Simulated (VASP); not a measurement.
# Ta4C3 in VASP: further runs

Ta4C3 is run at these levels: PBEsol; tasks: single point.

Everything below comes from runs of VASP 6.6.1. Logs are shortened: lines on timing, memory, paths and dates and some standing lists are left out, and cuts for length are marked.

### 1 The cell of the first run

The structure is cubic, space group Pm-3m (No. 221). The conventional cell has a = 4.050 Å, b = 4.050 Å, c = 4.050 Å, α = 90.00°, β = 90.00°, γ = 90.00°. Ta (site symmetry 4/mmm) has 4 C at 2.03 Å within 2.7 Å. Within 2.7 Å of Ta (site symmetry m-3m) lie 6 C at 2.03 Å. Within 2.7 Å of C (site symmetry 4/mmm) lie 6 Ta at 2.03 Å.

### 2 Single point, PBEsol (strain -0.080 along x and y, -0.080 along z)

INCAR

```
ALGO = Normal ; EDIFF = 1E-7
ENCUT = 520 ; GGA = PS
ISIF = 2 ; ISMEAR = 0
LASPH = True ; LCHARG = False
LREAL = False ; LWAVE = False
NBANDS = 37 ; NELM = 60
PREC = Accurate ; SIGMA = 0.15
```

KPOINTS

```
k-points
0
Gamma
  10 10 10
```

POSCAR

```
Ta4C3
1.0
    4.0503940292      0.0000000000      0.0000000000
    0.0000000000      4.0503940292      0.0000000000
    0.0000000000      0.0000000000      4.0503940292
Ta C
4 3
Direct
    0.0000000000      0.5000000000      0.5000000000
    0.5000000000      0.0000000000      0.5000000000
    0.5000000000      0.5000000000      0.0000000000
    0.0000000000      0.0000000000      0.0000000000
    0.5000000000      0.0000000000      0.0000000000
    0.0000000000      0.5000000000      0.0000000000
    0.0000000000      0.0000000000      0.5000000000
```

Potentials or basis: VASP PAW PBE potentials, release 64 (Ta_pv, C).

Launch:

```
$ cat potpaw_PBE.64/Ta_pv/POTCAR potpaw_PBE.64/C/POTCAR > POTCAR
$ mpirun -np 1 vasp_std > vasp.out
```

OUTCAR:

```text
EDIFF = 1E-7
   ENCUT = 520
   GGA = PS
   ISIF = 2
   ISMEAR = 0
   LASPH = True
   LREAL = False
   NELM = 60
   PREC = Accurate

 ion  position               nearest neighbor table
   1  0.000  0.500  0.500-   6 2.03   7 2.03   6 2.03   7 2.03   3 2.86   3 2.86   4 2.86   4 2.86
                             2 2.86   4 2.86   2 2.86   4 2.86   2 2.86   3 2.86   3 2.86   2 2.86
   2  0.500  0.000  0.500-   5 2.03   7 2.03   5 2.03   7 2.03   3 2.86   3 2.86   4 2.86   4 2.86
                             1 2.86   3 2.86   3 2.86   1 2.86   4 2.86   1 2.86   4 2.86   1 2.86
   3  0.500  0.500  0.000-   5 2.03   6 2.03   5 2.03   6 2.03   2 2.86   1 2.86   2 2.86   2 2.86
                             4 2.86   4 2.86   2 2.86   1 2.86   4 2.86   1 2.86   1 2.86   4 2.86
   4  0.000  0.000  0.000-   5 2.03   6 2.03   7 2.03   7 2.03   6 2.03   5 2.03   1 2.86   2 2.86
                             1 2.86   1 2.86   3 2.86   2 2.86   1 2.86   2 2.86   3 2.86   3 2.86
   5  0.500  0.000  0.000-   2 2.03   3 2.03   4 2.03   2 2.03   3 2.03   4 2.03
   6  0.000  0.500  0.000-   1 2.03   3 2.03   4 2.03   1 2.03   4 2.03   3 2.03
   7  0.000  0.000  0.500-   1 2.03   2 2.03   4 2.03   4 2.03   1 2.03   2 2.03

  LATTYP: Found a simple cubic cell.
 ALAT       =     4.0503940292

  Lattice vectors:

 A1 = (   4.0503940292,   0.0000000000,   0.0000000000)
 A2 = (   0.0000000000,   4.0503940292,   0.0000000000)
 A3 = (   0.0000000000,   0.0000000000,   4.0503940292)

Analysis of symmetry for initial positions (statically):
=====================================================================
 Subroutine PRICEL returns:
 Original cell was already a primitive cell.

 Routine SETGRP: Setting up the symmetry group for a
 simple cubic supercell.

 Subroutine GETGRP returns: Found 48 space group operations
 (whereof 48 operations were pure point group operations)
 out of a pool of 48 trial point group operations.

The static configuration has the point symmetry O_h .

Analysis of symmetry for dynamics (positions and initial velocities):
=====================================================================
 Subroutine PRICEL returns:
 Original cell was already a primitive cell.

 Routine SETGRP: Setting up the symmetry group for a
 simple cubic supercell.

 Subroutine GETGRP returns: Found 48 space group operations
 (whereof 48 operations were pure point group operations)
 out of a pool of 48 trial point group operations.

The dynamic configuration has the point symmetry O_h .

 Subroutine INISYM returns: Found 48 space group operations
 (whereof 48 operations are pure point group operations),
 and found     1 'primitive' translations

----------------------------------------------------------------------------------------

                                     Primitive cell

  volume of cell :      66.4495

  direct lattice vectors                    reciprocal lattice vectors
     4.050394029  0.000000000  0.000000000     0.246889560  0.000000000  0.000000000
     0.000000000  4.050394029  0.000000000     0.000000000  0.246889560  0.000000000
     0.000000000  0.000000000  4.050394029     0.000000000  0.000000000  0.246889560

  length of vectors
     4.050394029  4.050394029  4.050394029     0.246889560  0.246889560  0.246889560

  position of ions in fractional coordinates (direct lattice)
     0.000000000  0.500000000  0.500000000
     0.500000000  0.000000000  0.500000000
     0.500000000  0.500000000  0.000000000
     0.000000000  0.000000000  0.000000000
     0.500000000  0.000000000  0.000000000
     0.000000000  0.500000000  0.000000000
     0.000000000  0.000000000  0.500000000

  ion indices of the primitive-cell ions
   primitive index   ion index
                 1           1
                 2           2
                 3           3
                 4           4
                 5           5
                 6           6
                 7           7

----------------------------------------------------------------------------------------

 KPOINTS: k-points

[... 47 lines left out ...]
   LORBIT       =      0    0 simple, 1 ext, 2 COOP (PROOUT), +10 PAW based schemes
   GGA     = PS    functional components
   LHFCALC =     F    Hartree Fock is set to
   AEXX    =    0.0000 exact exchange contribution
   IVDW    =     0    specifies the selected vdW correction
   LEPSILON=     F    determine dielectric tensor
   LRPA    =     F    only Hartree local field effects (RPA)
 non-spin polarized calculation
 Gauss-broadening in eV      SIGMA  =   0.15
  energy-cutoff  :      520.00
  volume of cell :       66.45
 maximum number of plane-waves:      1808
   NGX = 15   NGY = 15   NGZ = 15

 number of electron      56.0000008 magnetization

 Free energy of the ion-electron system (eV)
  ---------------------------------------------------
  ext. energy  EPLUGINS =         0.00000000
  ---------------------------------------------------
  free energy    TOTEN  =       -76.41652865 eV

  energy without entropy =      -76.38296603  energy(sigma->0) =      -76.39974734

 E-fermi :   9.6367     XC(G=0): -14.4549

 val. band max:        9.6301141895   @ k =   0.4000   0.1000   0.0000
 cond. band min:       9.6615720963   @ k =   0.1000   0.1000   0.0000
 fundamental gap:      0.0314579068
 Fermi energy:         9.6366855379

 k-point     1 :       0.0000    0.0000    0.0000
  band No.  band energies     occupation
      1     -25.5060      2.00000
      2     -25.5060      2.00000
      3     -25.5060      2.00000
      4     -24.3478      2.00000
      5     -24.3478      2.00000
      6     -24.3478      2.00000
[... 29 lines left out ...]
     36      15.0417      0.00000
     37      16.4469      0.00000

 k-point     2 :       0.1000    0.0000    0.0000
  band No.  band energies     occupation
      1     -25.4862      2.00000
      2     -25.4862      2.00000
      3     -25.4768      2.00000
      4     -24.3636      2.00000
      5     -24.3636      2.00000
      6     -24.3588      2.00000
[... 29 lines left out ...]
     36      15.4085      0.00000
     37      16.3213      0.00000
[... 838 lines left out ...]
     36      15.7782      0.00000
     37      15.8612      0.00000

 k-point    24 :       0.3000    0.1000    0.1000
  band No.  band energies     occupation
      1     -25.3785      2.00000
      2     -25.3681      2.00000
      3     -25.1932      2.00000
      4     -24.6872      2.00000
      5     -24.4943      2.00000
      6     -24.4041      2.00000
[... 29 lines left out ...]
     36      15.2444      0.00000
     37      15.8049      0.00000

 [... further k-points ...]

------------------------ aborting loop because EDIFF is reached ----------------------------------------

  FORCE on cell =-STRESS in cart. coord.  units (eV):
  Direction    XX          YY          ZZ          XY          YZ          ZX
  --------------------------------------------------------------------------------------
  -------------------------------------------------------------------------------------
  Total       54.8328964     54.8328964     54.8328964      0.0000000     -0.0000000      0.0000000
  in kB     1322.0867319   1322.0867319   1322.0867319      0.0000000     -0.0000000      0.0000000
  external PRESSURE =    1322.0867319 kB  Pullay stress =       0.0000000 kB

 VOLUME and BASIS-vectors are now :
 -----------------------------------------------------------------------------
  energy-cutoff  :      520.00
  volume of cell :       66.45
      direct lattice vectors                 reciprocal lattice vectors
     4.050394029  0.000000000  0.000000000     0.246889560  0.000000000  0.000000000
     0.000000000  4.050394029  0.000000000     0.000000000  0.246889560  0.000000000
     0.000000000  0.000000000  4.050394029     0.000000000  0.000000000  0.246889560

 POSITION                                       TOTAL-FORCE (eV/Angst)
 -----------------------------------------------------------------------------------
      0.00000      2.02520      2.02520         0.000000      0.000000      0.000000
      2.02520      0.00000      2.02520         0.000000      0.000000      0.000000
      2.02520      2.02520      0.00000         0.000000      0.000000      0.000000
      0.00000      0.00000      0.00000         0.000000      0.000000      0.000000
      2.02520      0.00000      0.00000         0.000000      0.000000      0.000000
      0.00000      2.02520      0.00000         0.000000      0.000000      0.000000
      0.00000      0.00000      2.02520         0.000000      0.000000      0.000000
 -----------------------------------------------------------------------------------
    total drift:                                0.000000      0.000000     -0.000000

  FREE ENERGIE OF THE ION-ELECTRON SYSTEM (eV)
  ---------------------------------------------------
  free  energy   TOTEN  =       -76.4165286501 eV

  energy  without entropy=      -76.3829660286  energy(sigma->0) =      -76.39974734
```

It took 3.2 min on 1 thread of Intel Xeon 8259CL, shared host; peak memory 0.24 GiB.

Results:

- Free energy: -76.4165 eV
- Pressure: 132.2 GPa
- Band gap on the k mesh: zero (bands 28 and 29 overlap by 1.78 eV)

Caveat: the cell differs from its parent crystal (strain -0.080 along x and y, -0.080 along z); the cell stands under pressure; the PAW data sets were made with another functional, which shifts forces and pressure a little; spin-orbit coupling is left out, which moves the levels of the heavy elements.

### 3 Single point, PBEsol (strain -0.040 along x and y, -0.040 along z)

INCAR

```
  PREC = Accurate
  ENCUT = 520
  EDIFF = 1E-6
  ISMEAR = 0
  SIGMA = 0.15
  LREAL = F
  LASPH = T
  NELM = 60
  ALGO = Normal
  ISIF = 2
  LWAVE = F
  LCHARG = F
  GGA = PS
  NBANDS = 37
```

KPOINTS

```
regular mesh
0
Gamma
  10 10 10
```

POSCAR: that of step 2 with these lines changed.

```diff
@@ -2,5 +2,5 @@
 1.0
-    4.0503940292      0.0000000000      0.0000000000
-    0.0000000000      4.0503940292      0.0000000000
-    0.0000000000      0.0000000000      4.0503940292
+    4.2264981175      0.0000000000      0.0000000000
+    0.0000000000      4.2264981175      0.0000000000
+    0.0000000000      0.0000000000      4.2264981175
 Ta C
```

Potentials or basis: VASP PAW PBE potentials, release 64 (Ta_pv, C).

Launch:

```
$ cat potpaw_PBE.64/Ta_pv/POTCAR potpaw_PBE.64/C/POTCAR > POTCAR
$ mpirun -np 1 vasp_std > vasp.out
```

Run time: 2.5 min. Hardware: 1 thread of Intel Xeon 8259CL, shared host; peak memory 0.25 GiB.

Results (log left out):

```yaml
Free_energy: -81.3572 eV
Pressure: 50.4 GPa
Band_gap_on_the_k_mesh: zero (bands 28 and 29 overlap by 1.18 eV)
```

Levels at points of the mesh, in eV from the Fermi level:
| k point | band 24 | band 25 | band 26 | band 27 | band 28 | band 29 | band 30 | band 31 | band 32 | band 33 |
| --- | --- | --- | --- | --- | --- | --- | --- | --- | --- | --- |
| (0.00, 0.00, 0.00) | -1.15 | -1.15 | -0.69 | -0.69 | -0.69 | -0.50 | -0.50 | -0.50 | 1.71 | 1.71 |
| (0.50, 0.00, 0.00) | -3.50 | -2.65 | -2.04 | -2.04 | 0.31 | 0.31 | 1.02 | 2.42 | 2.76 | 2.76 |
| (0.50, 0.50, 0.00) | -4.70 | -1.95 | -1.89 | -0.42 | -0.42 | 1.97 | 2.10 | 2.10 | 2.39 | 4.04 |
| (0.50, 0.50, 0.50) | -5.74 | -1.29 | -1.29 | -1.29 | 0.34 | 4.08 | 4.08 | 4.08 | 4.09 | 4.09 |

Caveat: the cell differs from its parent crystal (strain -0.040 along x and y, -0.040 along z); the cell stands under pressure; the PAW data sets were made with another functional, which shifts forces and pressure a little; spin-orbit coupling is left out, which moves the levels of the heavy elements.

### 4 Single point, PBEsol (strain +0.040 along x and y, +0.040 along z)

INCAR

```
SYSTEM = Ta4C3
  PREC = Accurate
  ENCUT = 520
  EDIFF = 1E-6
  ISMEAR = 0
  SIGMA = 0.15
  LREAL = .FALSE.
  LASPH = .TRUE.
  NELM = 60
  ALGO = Normal
  ISIF = 2
  LWAVE = .FALSE.
  LCHARG = .FALSE.
  GGA = PS
  NBANDS = 37
```

KPOINTS

```
regular mesh
0
G
  10 10 10
  0 0 0
```

POSCAR: that of step 3 with these lines changed.

```diff
@@ -2,5 +2,5 @@
 1.0
-    4.2264981175      0.0000000000      0.0000000000
-    0.0000000000      4.2264981175      0.0000000000
-    0.0000000000      0.0000000000      4.2264981175
+    4.5787062939      0.0000000000      0.0000000000
+    0.0000000000      4.5787062939      0.0000000000
+    0.0000000000      0.0000000000      4.5787062939
 Ta C
```

Launch:

```
$ cat potpaw_PBE.64/Ta_pv/POTCAR potpaw_PBE.64/C/POTCAR > POTCAR
$ mpirun -np 1 vasp_std > vasp.out
```

Run time: 4.3 min. Hardware: 1 thread of Intel Xeon 8259CL, shared host; peak memory 0.3 GiB.

It converged, with:

- Free energy: -81.7656 eV
- Pressure: -28.2 GPa
- Band gap on the k mesh: zero (bands 28 and 29 overlap by 0.95 eV)

Levels at points of the mesh, in eV from the Fermi level:
```csv
k point,band 26,band 27,band 28,band 29,band 30,band 31
"(0.00, 0.00, 0.00)",-0.55,-0.55,-0.55,-0.47,-0.47,-0.47
"(0.50, 0.00, 0.00)",-1.78,-1.78,0.25,0.25,0.65,1.68
"(0.50, 0.50, 0.00)",-1.52,-0.32,-0.32,1.53,1.53,1.53
"(0.50, 0.50, 0.50)",-0.94,-0.94,-0.25,2.82,2.82,2.82
```

Caveat: the cell differs from its parent crystal (strain +0.040 along x and y, +0.040 along z); the cell stands under tension; the PAW data sets were made with another functional, which shifts forces and pressure a little; spin-orbit coupling is left out, which moves the levels of the heavy elements.

### 5 Single point, PBEsol (strain +0.080 along x and y, +0.080 along z)

INCAR

```
ALGO = Normal
EDIFF = 1E-6
ENCUT = 520
GGA = PS
ISIF = 2
ISMEAR = 0
LASPH = T
LCHARG = T
LELF = T
LREAL = F
LVHAR = T
LWAVE = F
NBANDS = 37
NELM = 60
PREC = Accurate
SIGMA = 0.15
```

KPOINTS

```
k-points
0
Gamma
  10 10 10
```

POSCAR: that of step 4 with these lines changed.

```diff
@@ -2,5 +2,5 @@
 1.0
-    4.5787062939      0.0000000000      0.0000000000
-    0.0000000000      4.5787062939      0.0000000000
-    0.0000000000      0.0000000000      4.5787062939
+    4.7548103822      0.0000000000      0.0000000000
+    0.0000000000      4.7548103822      0.0000000000
+    0.0000000000      0.0000000000      4.7548103822
 Ta C
```

Launch:

```
$ cat potpaw_PBE.64/Ta_pv/POTCAR potpaw_PBE.64/C/POTCAR > POTCAR
$ mpirun -np 1 vasp_std > vasp.out
```

Wall time 5.1 min (1 thread of Intel Xeon 8259CL, shared host); peak memory 0.32 GiB.

It converged, with:

```
Free energy            : -79.1136 eV
Pressure               : -43.8 GPa
Band gap on the k mesh : zero (bands 28 and 29 overlap by 0.87 eV)
```

Levels at points of the mesh, in eV from the Fermi level:
| k point | band 24 | band 25 | band 26 | band 27 | band 28 | band 29 | band 30 | band 31 | band 32 | band 33 |
| --- | --- | --- | --- | --- | --- | --- | --- | --- | --- | --- |
| (0.00, 0.00, 0.00) | -1.26 | -1.26 | -0.52 | -0.52 | -0.52 | -0.40 | -0.40 | -0.40 | 0.98 | 0.98 |
| (0.50, 0.00, 0.00) | -2.18 | -1.63 | -1.63 | -1.58 | 0.23 | 0.23 | 0.50 | 1.39 | 1.85 | 1.85 |
| (0.50, 0.50, 0.00) | -3.69 | -1.47 | -1.33 | -0.29 | -0.29 | 1.30 | 1.30 | 1.33 | 1.58 | 2.39 |
| (0.50, 0.50, 0.50) | -4.03 | -0.81 | -0.81 | -0.81 | -0.34 | 2.33 | 2.33 | 2.33 | 2.45 | 2.45 |

Caveat: the cell differs from its parent crystal (strain +0.080 along x and y, +0.080 along z); the cell stands under tension; the PAW data sets were made with another functional, which shifts forces and pressure a little; spin-orbit coupling is left out, which moves the levels of the heavy elements.

### 6 Single point, PBEsol (strain -0.080 along x and y, -0.040 along z)

INCAR

```
SYSTEM = Ta4C3
  ALGO = Normal
  EDIFF = 1E-6
  ENCUT = 520
  GGA = PS
  ISIF = 2
  ISMEAR = 0
  LASPH = .True.
  LCHARG = .True.
  LELF = .True.
  LREAL = .False.
  LVHAR = .True.
  LWAVE = .False.
  NBANDS = 37
  NELM = 100
  PREC = Accurate
  SIGMA = 0.15
```

KPOINTS

```
k-points
0
Gamma
  10 10 10
  0 0 0
```

POSCAR: that of step 5 with these lines changed.

```diff
@@ -2,5 +2,5 @@
 1.0
-    4.7548103822      0.0000000000      0.0000000000
-    0.0000000000      4.7548103822      0.0000000000
-    0.0000000000      0.0000000000      4.7548103822
+    4.0503940292      0.0000000000      0.0000000000
+    0.0000000000      4.0503940292      0.0000000000
+    0.0000000000      0.0000000000      4.2264981175
 Ta C
```

Potentials or basis: VASP PAW PBE potentials, release 64 (Ta_pv, C).

Launch:

```
$ cat potpaw_PBE.64/Ta_pv/POTCAR potpaw_PBE.64/C/POTCAR > POTCAR
$ mpirun -np 1 vasp_std > vasp.out
```

It took 7.3 min on 1 thread of Intel Xeon 8259CL, shared host; peak memory 0.36 GiB.

It converged, with:

- Free energy: -78.2425 eV
- Pressure: 102.3 GPa
- Band gap on the k mesh: zero (bands 28 and 29 overlap by 1.43 eV)

Stress tensor (GPa, compression positive):
```
116.90   0.00   0.00
  0.00 116.90   0.00
  0.00   0.00  73.24
```

Levels at points of the mesh, in eV from the Fermi level:
```tsv
k point	band 25	band 26	band 27	band 28	band 29	band 30	band 31	band 32
(0.00, 0.00, 0.00)	-0.84	-0.84	-0.79	-0.63	-0.63	-0.30	-0.30	1.40
(0.50, 0.00, 0.00)	-3.00	-2.52	-2.15	0.20	0.28	1.25	2.46	3.19
(0.50, 0.50, 0.00)	-2.32	-1.95	-0.46	-0.46	2.34	2.49	2.49	2.80
(0.00, 0.00, 0.50)	-3.12	-1.72	-1.72	0.36	0.36	0.80	2.48	2.48
(0.50, 0.00, 0.50)	-2.06	-2.04	-0.99	-0.14	1.91	1.98	2.27	2.41
(0.50, 0.50, 0.50)	-2.04	-1.25	-1.25	0.66	4.31	4.42	4.42	4.75
```

Caveat: the cell differs from its parent crystal (strain -0.080 along x and y, -0.040 along z); the stress differs along the axes, from 73 to 117 GPa; the PAW data sets were made with another functional, which shifts forces and pressure a little; spin-orbit coupling is left out, which moves the levels of the heavy elements.

### 7 Overview

| cell | gap on the mesh (eV) | pressure (GPa) |
| --- | --- | --- |
| a = 4.050 Å, 7 atoms | none | 132.2 |
| a = 4.226 Å, 7 atoms | none | 50.4 |
| a = 4.579 Å, 7 atoms | none | -28.2 |
| a = 4.755 Å, 7 atoms | none | -43.8 |
| a = 4.050, b = 4.050, c = 4.226 Å, 7 atoms | none | 102.3 |

Alike in all rows: task single point; level PBEsol; potentials or basis VASP PAW PBE potentials, release 64 (Ta_pv, C); no spin polarisation; k mesh 10 × 10 × 10; cutoff (eV) 520; smearing gaussian 0.15 eV.

Caveats: the PAW data sets were made with another functional, which shifts forces and pressure a little; spin-orbit coupling is left out, which moves the levels of the heavy elements; the cell stands under pressure (at least some runs); the cell stands under tension (at least some runs); the stress differs along the axes, from 73 to 117 GPa (at least some runs).

Total energies depend on the potentials used, so only differences within one code and one set of settings carry meaning.

The gap in the log of VASP goes by the Fermi energy; the results here count the filled bands.